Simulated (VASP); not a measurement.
A run of VASP 6.6.1 is set up as follows.

INCAR

```
SYSTEM = HfB2
PREC     = Accurate       ! precision mode
ENCUT    = 520            ! plane-wave cutoff, eV
EDIFF    = 1E-6           ! SCF threshold, eV
ISMEAR   = -1             ! smearing method
SIGMA    = 0.05           ! smearing width, eV
LREAL    = .False.        ! projectors in reciprocal space
LASPH    = .True.         ! aspherical terms in the spheres
NELM     = 150            ! most SCF steps
ALGO     = Normal         ! electronic algorithm
ISIF     = 2              ! what is computed and relaxed
LWAVE    = .False.        ! write WAVECAR
LCHARG   = .True.         ! write CHGCAR
MAGMOM   = 0 0 0 0 0 0 0 0 0 ! initial moments
LORBIT   = 11             ! projections on sites
LSORBIT  = .True.         ! spin-orbit coupling
GGA_COMPAT= .False.      
LORBMOM  = .True.       
LMAXMIX  = 4              ! l up to which the mixer works
GGA      = PS             ! functional
LVHAR    = .True.       
NBANDS   = 29             ! bands
```

File KPOINTS:

```
regular mesh
0
Gamma
  7 7 6
  0 0 0
```

File POSCAR:

```
HfB2
1.0
    3.1400000000      0.0000000000      0.0000000000
   -1.5700000000      2.7193197679      0.0000000000
    0.0000000000      0.0000000000      3.4800000000
Hf B
1 2
Direct
    0.0000000000      0.0000000000      0.0000000000
    0.6666666667      0.3333333333      0.5000000000
    0.3333333333      0.6666666667      0.5000000000
```

Potentials or basis: VASP PAW PBE potentials, release 64 (Hf_pv, B).

Run with:

```sh
$ cat potpaw_PBE.64/Hf_pv/POTCAR potpaw_PBE.64/B/POTCAR > POTCAR
$ mpirun -np 1 vasp_ncl > vasp.out
```

(1) Estimate the pressure.

(2) Estimate the net moment.

Results:

(1) -4.4 GPa.

(2) 0.00 μB per cell.

Caveat: the PAW data sets were made with another functional, which shifts forces and pressure a little.
